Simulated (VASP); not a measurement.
Write the native input for VASP 6.6.1 that does the following.

```
Task                   : single point
Functional             : r2SCAN
Potentials or basis    : VASP PAW PBE potentials, release 64 (Zn, O)
Cutoff                 : 520 eV
k mesh                 : 8 × 8 × 4
Occupations            : gaussian, width 0.01 eV
Spin                   : no spin polarisation
Dipole correction      : no
Further INCAR settings : ALGO = Normal; EDIFF = 1e-06; NBANDS = 26
```

The system is ZnO.

```
Zn O
1.0
     3.29990    0.00000    0.00000
    -1.64995    2.85780    0.00000
     0.00000    0.00000    5.10062
Zn O
2 2
Direct
  0.33333 0.66667 0.49428
  0.66667 0.33333 0.99428
  0.66667 0.33333 0.38473
  0.33333 0.66667 0.88473
```

This cell differs from its parent crystal: in-plane strain +0.02, then relaxed in part.

The input as run:

POSCAR

```
ZnO
1.0
    3.2998993658      0.0000000000      0.0000000000
   -1.6499496829      2.8577966807      0.0000000000
    0.0000000000      0.0000000000      5.1006171647
Zn O
2 2
Direct
    0.3333333333      0.6666666667      0.4942829850
    0.6666666667      0.3333333333     -0.0057170150
    0.6666666667      0.3333333333      0.3847270150
    0.3333333333      0.6666666667      0.8847270150
```

INCAR.step1

```
SYSTEM = ZnO
ALGO     = Normal         ! electronic algorithm
EDIFF    = 1E-4           ! SCF threshold, eV
ENCUT    = 520            ! plane-wave cutoff, eV
GGA      = PE             ! functional
ISMEAR   = 0              ! smearing method
LASPH    = .TRUE.         ! aspherical terms in the spheres
LCHARG   = .FALSE.        ! write CHGCAR
LREAL    = .FALSE.        ! projectors in reciprocal space
LWAVE    = .TRUE.         ! write WAVECAR
NBANDS   = 26             ! bands
NELM     = 100            ! most SCF steps
PREC     = Accurate       ! precision mode
SIGMA    = 0.01           ! smearing width, eV
```

INCAR.step2

```
SYSTEM = ZnO
ALGO     = Normal         ! electronic algorithm
EDIFF    = 1E-6           ! SCF threshold, eV
ENCUT    = 520            ! plane-wave cutoff, eV
ISIF     = 2              ! what is computed and relaxed
ISMEAR   = 0              ! smearing method
ISTART   = 1            
LASPH    = .TRUE.         ! aspherical terms in the spheres
LCHARG   = .FALSE.        ! write CHGCAR
LMIXTAU  = .TRUE.       
LREAL    = .FALSE.        ! projectors in reciprocal space
LWAVE    = .FALSE.        ! write WAVECAR
METAGGA  = R2SCAN         ! meta-GGA
NBANDS   = 26             ! bands
NELM     = 100            ! most SCF steps
PREC     = Accurate       ! precision mode
SIGMA    = 0.01           ! smearing width, eV
```

KPOINTS

```
k-points
0
G
  8 8 4
  0 0 0
```

Potentials or basis: VASP PAW PBE potentials, release 64 (Zn, O).

The run is started by

```bash
$ cat potpaw_PBE.64/Zn/POTCAR potpaw_PBE.64/O/POTCAR > POTCAR
$ cp INCAR.step1 INCAR
$ mpirun -np 1 vasp_std > vasp.out
$ cp INCAR.step2 INCAR
$ mpirun -np 1 vasp_std > vasp.out
```

Results of the run:

The pressure is -1.9 GPa and the largest force is 0.015 eV/Å. The band gap on the k mesh is 1.25 eV, direct.

Caveat: the cell differs from its parent crystal (in-plane strain +0.02, then relaxed in part); the PAW data sets were made with another functional, which shifts forces and pressure a little.

It used 270 s of CPU time on 1 thread of AMD EPYC 7R13 Processor (Zen 3) (shared host).
